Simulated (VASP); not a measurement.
Wanted: the native input for a VASP 6.6.1 run.

```yaml
Task: relaxation of cell and atoms
Functional: PBE
Potentials_or_basis: VASP PAW PBE potentials, release 64 (B, P)
Cutoff: 600 eV
k_mesh: 16 × 16 × 16
Occupations: fermi-dirac, width 0.05 eV
Spin: no spin polarisation
Dipole_correction: no
Further_INCAR_settings: ALGO = Normal; EDIFF = 1e-06; IBRION = 2; EDIFFG = -0.005; NSW = 100; ISIF = 3
```

The structure of BP (rocksalt type) lies in POSCAR:

```
BP
1.0
    0.0000000000      2.2322827293      2.2322827293
    2.2322827293      0.0000000000      2.2322827293
    2.2322827293      2.2322827293      0.0000000000
B P
1 1
Direct
    0.0000000000      0.0000000000      0.0000000000
    0.5000000000      0.5000000000      0.5000000000
```

These files were run (other wordings do the same):

INCAR

```
SYSTEM = BP
PREC = Accurate
ENCUT = 600
EDIFF = 1E-6
ISMEAR = -1
SIGMA = 0.05
LREAL = .FALSE.
LASPH = .TRUE.
NELM = 100
ALGO = Normal
ISIF = 3
LWAVE = .FALSE.
LCHARG = .FALSE.
GGA = PE
IBRION = 2
NSW = 100
EDIFFG = -0.005
```

KPOINTS

```
regular mesh
0
G
  16 16 16
  0 0 0
```

Potentials or basis: VASP PAW PBE potentials, release 64 (B, P).

Launch:

```console
$ cat potpaw_PBE.64/B/POTCAR potpaw_PBE.64/P/POTCAR > POTCAR
$ mpirun -np 1 vasp_std > vasp.out
```

It gave:

| Quantity | Value |
| --- | --- |
| Relaxed volume | 10.06 Å³/atom |
| Relaxed cell | a = 3.053 Å, b = 3.053 Å, c = 3.053 Å, α = 60.00°, β = 60.00°, γ = 60.00° |
| Space group after relaxing (to 0.05 Å) | Fm-3m (No. 225) |
| Energy gained by relaxing | 48.0 meV/atom |
| Ionic steps | 3 |
| Pressure after relaxing | 0.0 GPa |
| Band gap on the k mesh | zero (band 4 reaches 11.05 eV, above the bottom of band 5 at 6.92 eV) |

Wall time 42 s on 1 thread of Intel Xeon 6975P-C, on a shared host, peak memory 0.18 GiB.
